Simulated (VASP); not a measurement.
# AgBr (rocksalt type) (Fm-3m) in VASP: notebook, part 2 of 2

VASP 6.6.1. The steps go on from the part before.

### Step 3. Electric field gradients, PBE (volume scaled by 0.975)

INCAR

```
SYSTEM = AgBr
  PREC = Accurate
  ENCUT = 400
  EDIFF = 1E-8
  ISMEAR = -1
  SIGMA = 0.03
  LREAL = .False.
  LASPH = .True.
  NELM = 120
  ALGO = Normal
  ISIF = 2
  LWAVE = .False.
  LCHARG = .False.
  GGA = PE
  LEFG = .True.
  NBANDS = 16
  GGA_COMPAT = .False.
```

KPOINTS

```
Automatic mesh
0
Gamma
  13 13 13
  0 0 0
```

POSCAR

```
AgBr
1.0
    0.0000000000      2.8959052097      2.8959052097
    2.8959052097      0.0000000000      2.8959052097
    2.8959052097      2.8959052097      0.0000000000
Ag Br
1 1
Direct
    0.0000000000      0.0000000000      0.0000000000
    0.5000000000      0.5000000000      0.5000000000
```

Potentials or basis: VASP PAW PBE potentials, release 64 (Ag, Br).

The run is started by

```bash
> cat potpaw_PBE.64/Ag/POTCAR potpaw_PBE.64/Br/POTCAR > POTCAR
> mpirun -np 1 vasp_std > vasp.out
```

OUTCAR:

```text
SYSTEM = AgBr
   PREC = Accurate
   ENCUT = 400
   EDIFF = 1E-8
   ISMEAR = -1
   LREAL = .False.
   LASPH = .True.
   NELM = 120
   ISIF = 2
   GGA = PE

 ion  position               nearest neighbor table
   1  0.000  0.000  0.000-   2 2.90   2 2.90   2 2.90   2 2.90   2 2.90   2 2.90
   2  0.500  0.500  0.500-   1 2.90   1 2.90   1 2.90   1 2.90   1 2.90   1 2.90

  LATTYP: Found a face centered cubic cell.
 ALAT       =     5.7918104194

  Lattice vectors:

 A1 = (   0.0000000000,   2.8959052097,   2.8959052097)
 A2 = (   2.8959052097,   0.0000000000,   2.8959052097)
 A3 = (   2.8959052097,   2.8959052097,   0.0000000000)

Analysis of symmetry for initial positions (statically):
=====================================================================
 Subroutine PRICEL returns:
 Original cell was already a primitive cell.

 Routine SETGRP: Setting up the symmetry group for a
 face centered cubic supercell.

 Subroutine GETGRP returns: Found 48 space group operations
 (whereof 48 operations were pure point group operations)
 out of a pool of 48 trial point group operations.

The static configuration has the point symmetry O_h .

Analysis of symmetry for dynamics (positions and initial velocities):
=====================================================================
 Subroutine PRICEL returns:
 Original cell was already a primitive cell.

 Routine SETGRP: Setting up the symmetry group for a
 face centered cubic supercell.

 Subroutine GETGRP returns: Found 48 space group operations
 (whereof 48 operations were pure point group operations)
 out of a pool of 48 trial point group operations.

The dynamic configuration has the point symmetry O_h .

[... 150 lines left out ...]
 Fermi energy:         3.6846892992

 k-point     1 :       0.0000    0.0000    0.0000
  band No.  band energies     occupation
      1     -11.6154      2.00000
      2       0.6106      2.00000
      3       0.6106      2.00000
      4       0.6107      2.00000
      5       0.6107      2.00000
      6       0.6107      2.00000
[... 433 lines left out ...]
      3      -0.6430      2.00000
      4      -0.5071      2.00000
      5       0.7995      2.00000
      6       0.9115      2.00000
[... 8 lines left out ...]
     15      16.8566      0.00000
     16      16.8583      0.00000

 [... further k-points ...]
[... 5 lines left out ...]
  --------------------------------------------------------------------------------------
  -------------------------------------------------------------------------------------
  Total        0.2471374      0.2471374      0.2471374     -0.0000000      0.0000000     -0.0000000
  in kB        8.1520356      8.1520356      8.1520356     -0.0000000      0.0000000     -0.0000000
  external PRESSURE =       8.1520356 kB  Pullay stress =       0.0000000 kB

 VOLUME and BASIS-vectors are now :
 -----------------------------------------------------------------------------
  energy-cutoff  :      400.00
  volume of cell :       48.57
      direct lattice vectors                 reciprocal lattice vectors
     0.000000000  2.895905210  2.895905210    -0.172657585  0.172657585  0.172657585
     2.895905210  0.000000000  2.895905210     0.172657585 -0.172657585  0.172657585
     2.895905210  2.895905210  0.000000000     0.172657585  0.172657585 -0.172657585

 POSITION                                       TOTAL-FORCE (eV/Angst)
 -----------------------------------------------------------------------------------
      0.00000      0.00000      0.00000         0.000000      0.000000      0.000000
      2.89591      2.89591      2.89591         0.000000     -0.000000     -0.000000
 -----------------------------------------------------------------------------------
    total drift:                                0.000000      0.000000      0.000000

  FREE ENERGIE OF THE ION-ELECTRON SYSTEM (eV)
  ---------------------------------------------------
  free  energy   TOTEN  =        -4.9958914425 eV

  energy  without entropy=       -4.9958913965  energy(sigma->0) =       -4.99589142

 Electric field gradients (V/A^2)
---------------------------------------------------------------------
 ion       V_xx      V_yy      V_zz      V_xy      V_xz      V_yz
---------------------------------------------------------------------
   1      -0.000    -0.000    -0.000    -0.001    -0.001    -0.001
   2       0.000     0.000     0.000     0.001     0.001     0.001
---------------------------------------------------------------------

 Electric field gradients after diagonalization (V/A^2)
 (convention: |V_zz| > |V_xx| > |V_yy|)
----------------------------------------------------------------------
 ion       V_xx      V_yy      V_zz     asymmetry (V_yy - V_xx)/ V_zz
----------------------------------------------------------------------
   1       0.001     0.001    -0.002       0.000
   2      -0.001    -0.001     0.001       0.000
----------------------------------------------------------------------

           NMR quadrupolar parameters

 Cq : quadrupolar parameter    Cq=e*Q*V_zz/h
 eta: asymmetry parameters     (V_yy - V_xx)/ V_zz
 Q  : nuclear electric quadrupole moment in mb (millibarn)
----------------------------------------------------------------------
 ion       Cq(MHz)       eta       Q (mb)
----------------------------------------------------------------------
   1      -0.000       0.000       1.000
   2       0.000       0.000       1.000
----------------------------------------------------------------------
```

Run time: 24 s. Hardware: 1 thread of AMD EPYC 9R45 (Zen 5), shared host; peak memory 0.15 GiB.

What came out:

```
Free energy            : -4.9959 eV
Pressure               : 0.8 GPa
Band gap on the k mesh : 0.70 eV, indirect (least direct gap 2.52 eV)
```

Caveat: the cell differs from its parent crystal (volume scaled by 0.975); without QUAD_EFG the Cq values of the log hold for a quadrupole moment of 1 mb, not for the nuclei. A k mesh can miss the band edges.

### Step 4. Electric field gradients, PBE

This run uses another cell than the first one, of 24.91 Å³/atom, 1.053 times its volume.

INCAR is that of step 3.

KPOINTS is that of step 3.

POSCAR

```
AgBr
1.0
    0.0000000000      2.9204479494      2.9204479494
    2.9204479494      0.0000000000      2.9204479494
    2.9204479494      2.9204479494      0.0000000000
Ag Br
1 1
Direct
    0.0000000000      0.0000000000      0.0000000000
    0.5000000000      0.5000000000      0.5000000000
```

Potentials or basis: VASP PAW PBE potentials, release 64 (Ag, Br).

The run is started by

```bash
> cat potpaw_PBE.64/Ag/POTCAR potpaw_PBE.64/Br/POTCAR > POTCAR
> mpirun -np 1 vasp_std > vasp.out
```

OUTCAR:

```text
SYSTEM = AgBr
   PREC = Accurate
   ENCUT = 400
   EDIFF = 1E-8
   ISMEAR = -1
   LREAL = .False.
   LASPH = .True.
   NELM = 120
   ISIF = 2
   GGA = PE

 ion  position               nearest neighbor table
   1  0.000  0.000  0.000-   2 2.92   2 2.92   2 2.92   2 2.92   2 2.92   2 2.92
   2  0.500  0.500  0.500-   1 2.92   1 2.92   1 2.92   1 2.92   1 2.92   1 2.92

  LATTYP: Found a face centered cubic cell.
 ALAT       =     5.8408958988

  Lattice vectors:

 A1 = (   0.0000000000,   2.9204479494,   2.9204479494)
 A2 = (   2.9204479494,   0.0000000000,   2.9204479494)
 A3 = (   2.9204479494,   2.9204479494,   0.0000000000)

Analysis of symmetry for initial positions (statically):
=====================================================================
 Subroutine PRICEL returns:
 Original cell was already a primitive cell.

 Routine SETGRP: Setting up the symmetry group for a
 face centered cubic supercell.

[... 644 lines left out ...]
      direct lattice vectors                 reciprocal lattice vectors
     0.000000000  2.920447949  2.920447949    -0.171206612  0.171206612  0.171206612
     2.920447949  0.000000000  2.920447949     0.171206612 -0.171206612  0.171206612
     2.920447949  2.920447949  0.000000000     0.171206612  0.171206612 -0.171206612

 POSITION                                       TOTAL-FORCE (eV/Angst)
 -----------------------------------------------------------------------------------
      0.00000      0.00000      0.00000         0.000000     -0.000000      0.000000
      2.92045      2.92045      2.92045        -0.000000      0.000000     -0.000000
 -----------------------------------------------------------------------------------
    total drift:                                0.000000      0.000000      0.000000

  FREE ENERGIE OF THE ION-ELECTRON SYSTEM (eV)
  ---------------------------------------------------
  free  energy   TOTEN  =        -4.9996871924 eV

  energy  without entropy=       -4.9996871509  energy(sigma->0) =       -4.99968717

 Electric field gradients (V/A^2)
---------------------------------------------------------------------
 ion       V_xx      V_yy      V_zz      V_xy      V_xz      V_yz
---------------------------------------------------------------------
   1      -0.000    -0.000     0.000    -0.000    -0.000    -0.000
   2       0.000     0.000    -0.000     0.001     0.001     0.001
---------------------------------------------------------------------

 Electric field gradients after diagonalization (V/A^2)
 (convention: |V_zz| > |V_xx| > |V_yy|)
----------------------------------------------------------------------
 ion       V_xx      V_yy      V_zz     asymmetry (V_yy - V_xx)/ V_zz
----------------------------------------------------------------------
   1       0.000     0.000    -0.001       0.000
   2      -0.001    -0.001     0.001       0.000
----------------------------------------------------------------------

           NMR quadrupolar parameters

 Cq : quadrupolar parameter    Cq=e*Q*V_zz/h
 eta: asymmetry parameters     (V_yy - V_xx)/ V_zz
 Q  : nuclear electric quadrupole moment in mb (millibarn)
----------------------------------------------------------------------
 ion       Cq(MHz)       eta       Q (mb)
----------------------------------------------------------------------
   1      -0.000       0.000       1.000
   2       0.000       0.000       1.000
----------------------------------------------------------------------
```

OSZICAR:

```text
N       E                     dE             d eps       ncg     rms          rms(c)
DAV:   1     0.794925464019E+02    0.79493E+02   -0.72334E+03  2840   0.797E+02
DAV:   2    -0.256430977336E+01   -0.82057E+02   -0.76322E+02  3400   0.187E+02
DAV:   3    -0.510860792169E+01   -0.25443E+01   -0.25399E+01  3224   0.346E+01
DAV:   4    -0.512142083149E+01   -0.12813E-01   -0.12812E-01  3536   0.270E+00
DAV:   5    -0.512154816720E+01   -0.12734E-03   -0.12734E-03  3240   0.259E-01    0.517E+00
DAV:   6    -0.500388629758E+01    0.11766E+00   -0.17907E-01  3312   0.595E+00    0.341E+00
DAV:   7    -0.499952656196E+01    0.43597E-02   -0.63275E-02  2936   0.164E+00    0.148E+00
DAV:   8    -0.499960258545E+01   -0.76023E-04   -0.43316E-03  3320   0.648E-01    0.260E-01
DAV:   9    -0.499965263457E+01   -0.50049E-04   -0.49319E-04  3312   0.241E-01    0.370E-02
DAV:  10    -0.499968014553E+01   -0.27511E-04   -0.42711E-05  3528   0.802E-02    0.236E-02
DAV:  11    -0.499968741575E+01   -0.72702E-05   -0.13875E-05  3208   0.288E-02    0.591E-03
DAV:  12    -0.499968722170E+01    0.19405E-06   -0.81128E-07  3144   0.805E-03    0.234E-03
DAV:  13    -0.499968719944E+01    0.22265E-07   -0.16035E-07  3176   0.330E-03    0.416E-04
DAV:  14    -0.499968719241E+01    0.70218E-08   -0.13487E-08  3200   0.869E-04
   1 F= -.49996872E+01 E0= -.49996872E+01  d E =-.415399E-07
```

Wall time 24 s (1 thread of AMD EPYC 9R45 (Zen 5), shared host); peak memory 0.16 GiB.

What came out:

- Free energy: -4.9997 eV
- Pressure: -0.2 GPa
- Band gap on the k mesh: 0.71 eV, indirect (least direct gap 2.44 eV)

Caveat: without QUAD_EFG the Cq values of the log hold for a quadrupole moment of 1 mb, not for the nuclei.

### Step 5. The runs side by side

| cell | gap on the mesh (eV) | pressure (GPa) |
| --- | --- | --- |
| a = 4.060 Å, angles 60.0°, 2 atoms | 0.69 | 2.0 |
| a = 4.095 Å, angles 60.0°, 2 atoms | 0.70 | 0.8 |
| a = 4.130 Å, angles 60.0°, 2 atoms | 0.71 | -0.2 |

Alike in all rows: task electric field gradients; level PBE; potentials or basis VASP PAW PBE potentials, release 64 (Ag, Br); no spin polarisation; k mesh 13 × 13 × 13; cutoff (eV) 400; smearing fermi-dirac 0.03 eV.

Absolute energies hang on the potentials; compare differences alone.
